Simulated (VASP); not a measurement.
Crystal: CdH6.

```xyz
7
Lattice="4.5322 0.0000 0.0000 0.0000 4.5322 0.0000 0.0000 0.0000 3.5597" Properties=species:S:1:pos:R:3 pbc="T T T"
Cd    0.0000    0.0000    3.4293
H     1.0237    1.0237    1.6062
H     3.5084    3.5084    1.6062
H     3.5084    1.0237    1.6062
H     1.0237    3.5084    1.6062
H     2.2661    0.0000    0.0303
H     0.0000    2.2661    0.0303
```

The cell was generated, and may not be a known phase.

```yaml
Program: VASP 6.6.1
Task: relaxation of cell and atoms
Functional: PBE
Potentials_or_basis: VASP PAW PBE potentials, release 64 (Cd_sv_GW, H)
Cutoff: 630 eV
k_mesh: 4 × 4 × 6
Occupations: gaussian, width 0.1 eV
Spin: no spin polarisation
```

At the start: pressure -10.1 GPa; volume 10.45 Å³/atom.

Question: Where does the relaxation end?

Answer: Over 27 steps the energy falls by 458.1 meV/atom and the volume is 7.14 Å³/atom (-31.6 %); space group P4mm (No. 99, to 0.1 Å) before and after.

The path:
| step | energy change (eV) | largest force (eV/Å) | pressure (GPa) | volume (Å³) |
| --- | --- | --- | --- | --- |
| 1 | 0.0000 | 0.2708 | -10.11 | 73.12 |
| 2 | -0.4006 | 0.1526 | -8.02 | 66.37 |
| 3 | -0.7105 | 0.3397 | -3.02 | 58.06 |
| 4 | -0.7370 | 0.4550 | 0.62 | 54.52 |
| 5 | -0.7386 | 0.4166 | -0.29 | 55.31 |
| 6 | -0.8619 | 0.3828 | -0.10 | 53.71 |
| 7 | -1.1927 | 0.4881 | 2.95 | 48.87 |
| 8 | -1.3353 | 0.9642 | 27.77 | 39.17 |
| 9 | -1.4415 | 0.7854 | 16.36 | 42.23 |
| 10 | -1.5089 | 0.7695 | 16.46 | 42.14 |
| 11 | -1.7079 | 0.7974 | 17.37 | 41.85 |
| 12 | -2.0676 | 1.0133 | 19.75 | 41.10 |
| 13 | -2.1630 | 1.1792 | 30.58 | 39.04 |
| 14 | -2.3149 | 1.0510 | 24.76 | 40.00 |
| 15 | -2.3094 | 1.0925 | 26.32 | 39.72 |
| 16 | -2.6674 | 0.6899 | 18.86 | 41.80 |
| 17 | -2.7572 | 0.5956 | 14.31 | 43.57 |
| 18 | -2.9563 | 0.2215 | 9.26 | 45.19 |
| 19 | -3.1035 | 0.3068 | 2.41 | 48.01 |
| 20 | -3.1077 | 0.3779 | 1.27 | 48.57 |
| 21 | -3.1350 | 0.3099 | 0.74 | 49.00 |
| 22 | -3.1832 | 0.1092 | -0.51 | 50.28 |
| 23 | -3.1895 | 0.0694 | -0.95 | 50.91 |
| 24 | -3.1972 | 0.0848 | -0.55 | 50.59 |
| 25 | -3.2054 | 0.1034 | 0.35 | 49.88 |
| 26 | -3.2055 | 0.1055 | 0.48 | 49.78 |
| 27 | -3.2069 | 0.0279 | -0.01 | 49.99 |

Final structure:
```yaml
crystal:
  lattice:
    - [3.38094, 0.00000, 0.00000]
    - [0.00000, 3.38094, 0.00000]
    - [0.00000, 0.00000, 4.37302]
  atoms:
    - { symbol: Cd, position: [0.00000, 0.00000, 0.82824] }
    - { symbol: H, position: [0.32100, 0.32100, 0.47035] }
    - { symbol: H, position: [0.67900, 0.67900, 0.47035] }
    - { symbol: H, position: [0.67900, 0.32100, 0.47035] }
    - { symbol: H, position: [0.32100, 0.67900, 0.47035] }
    - { symbol: H, position: [0.50000, 0.00000, 0.03779] }
    - { symbol: H, position: [0.00000, 0.50000, 0.03779] }
```

Caveat: the volume moved by over 15 % at a fixed basis, so the end points are rough.
